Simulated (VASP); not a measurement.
Wanted: the native input for a VASP 6.6.1 run.

```
Task                   : electric field gradients
Functional             : PBEsol
Potentials or basis    : VASP PAW PBE potentials, release 64 (Ta_sv_GW, N)
Cutoff                 : 520 eV
k mesh                 : 12 × 12 × 10
Occupations            : fermi-dirac, width 0.02 eV
Spin                   : no spin polarisation
Dipole correction      : no
Second run             : valence_matched
Further INCAR settings : ALGO = Normal; EDIFF = 1e-08; NBANDS = 16
```

The structure of TaN lies in POSCAR:

```
TaN
1.0
    2.9670898479      0.0000000000      0.0000000000
   -1.4835449240      2.5695751837      0.0000000000
    0.0000000000      0.0000000000      2.9115464110
Ta N
1 1
Direct
    0.3333333333      0.6666666667      0.5000000000
    0.0000000000      0.0000000000      0.0000000000
```

This cell differs from its parent crystal: volume scaled by 1.03.

These files were run (other wordings do the same):

INCAR

```
SYSTEM = TaN
ALGO = Normal ; EDIFF = 1E-8
ENCUT = 520 ; GGA = PS
GGA_COMPAT = .FALSE. ; ISIF = 2
ISMEAR = -1 ; LASPH = .TRUE.
LCHARG = .FALSE. ; LEFG = .TRUE.
LREAL = .FALSE. ; LWAVE = .FALSE.
NBANDS = 16 ; NELM = 120
PREC = Accurate ; SIGMA = 0.02
```

KPOINTS

```
k-points
0
G
  12 12 10
  0 0 0
```

Potentials or basis: VASP PAW PBE potentials, release 64 (Ta_sv_GW, N).

Run with:

```console
$ cat potpaw_PBE.64/Ta_sv_GW/POTCAR potpaw_PBE.64/N/POTCAR > POTCAR
$ mpirun -np 1 vasp_std > vasp.out
```

It gave:

The pressure is -14.6 GPa. The band gap on the k mesh is zero (band 9 reaches 12.25 eV, above the bottom of band 10 at 11.77 eV).

Caveat: without QUAD_EFG the Cq values of the log hold for a quadrupole moment of 1 mb, not for the nuclei; the PAW data sets were made with another functional, which shifts forces and pressure a little; spin-orbit coupling is left out, which moves the levels of the heavy elements.

Wall time 33 s on 1 thread of AMD EPYC 9R14 (Zen 4), with other jobs on the host, peak memory 0.15 GiB.
